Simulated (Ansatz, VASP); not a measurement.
Ir in VASP and in Ansatz

```
Ir
1.0
     0.00000    1.93640    1.93640
     1.93640    0.00000    1.93640
     1.93640    1.93640    0.00000
Ir
1
Direct
  0.00000 0.00000 0.00000
```

Alike in both runs: functional PBE; k mesh 20 × 20 × 20; occupations fermi-dirac, width 0.15 eV; no spin polarisation.

Ansatz relaxed the structure, and its values are those at the end. VASP's run is a single point on that final structure, the one shown.

|  | VASP | Ansatz |
| --- | --- | --- |
| version | VASP 6.6.1 | Ansatz 0.2.0 |
| potentials or method | VASP PAW PBE potentials, release 64 (Ir), cutoff 500 eV | scalar-relativistic, plane waves, PAW |
| valence electrons in the cell | 9 | 17 |

VASP gave:

| Quantity | Value |
| --- | --- |
| gap on the k mesh at the Fermi level (eV) | none |
| pressure (GPa) | 0.5 |

Question: Estimate Ansatz's values.

Answer: gap on the k mesh at the Fermi level (eV): none; pressure (GPa): 0.0.

A gap of «none» marks a metal or a gap that the smearing closes. VASP's potentials hold 9 valence electrons a cell and Ansatz's 17, so a difference there can come from the potentials and not from the codes.

Spin-orbit coupling is off throughout.
